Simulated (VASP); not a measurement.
The system is SiC.

```xyz
4
Lattice="2.9617 0.0000 0.0000 -1.4809 2.5649 0.0000 0.0000 0.0000 4.4867" Properties=species:S:1:pos:R:3 pbc="T T T"
Si    0.0000    1.7100    0.0207
Si    1.4809    0.8550    2.2640
C     0.0000    1.7100    1.7067
C     1.4809    0.8550    3.9501
```

```yaml
Program: VASP 6.6.1
Task: relaxation of the atoms
Functional: LDA
Potentials_or_basis: VASP PAW LDA potentials, release 64 (Si, C)
Cutoff: 520 eV
k_mesh: 12 × 12 × 6
Occupations: gaussian, width 0.05 eV
Spin: no spin polarisation
```

At the start: pressure 58.6 GPa; volume 8.52 Å³/atom.

Task: Where does the relaxation end?

Result: Over 17 steps the energy falls by 41.6 meV/atom; space group P6_3mc (No. 186, to 0.1 Å) before and after.

The path:
```csv
step,energy change (eV),largest force (eV/Å),pressure (GPa)
1,0.0000,2.3524,58.61
2,0.2469,2.2541,53.02
3,-0.1664,0.0222,54.92
4,-0.1664,0.0164,54.97
5,-0.1664,0.0160,54.97
6,-0.1664,0.0152,54.97
7,-0.1664,0.0153,54.97
8,-0.1664,0.0153,54.97
9,-0.1664,0.0153,54.97
10,-0.1664,0.0152,54.97
11,-0.1664,0.0151,54.97
12,-0.1664,0.0150,54.97
13,-0.1664,0.0147,54.97
14,-0.1664,0.0141,54.97
15,-0.1664,0.0131,54.97
16,-0.1664,0.0109,54.96
17,-0.1664,0.0065,54.96
```

Final structure:
```xyz
4
Lattice="2.9617 0.0000 0.0000 -1.4809 2.5649 0.0000 0.0000 0.0000 4.4867" Properties=species:S:1:pos:R:3 pbc="T T T"
Si    0.0000    1.7100    4.4696
Si    1.4809    0.8550    2.2262
C     0.0000    1.7100    1.7445
C     1.4809    0.8550    3.9879
```
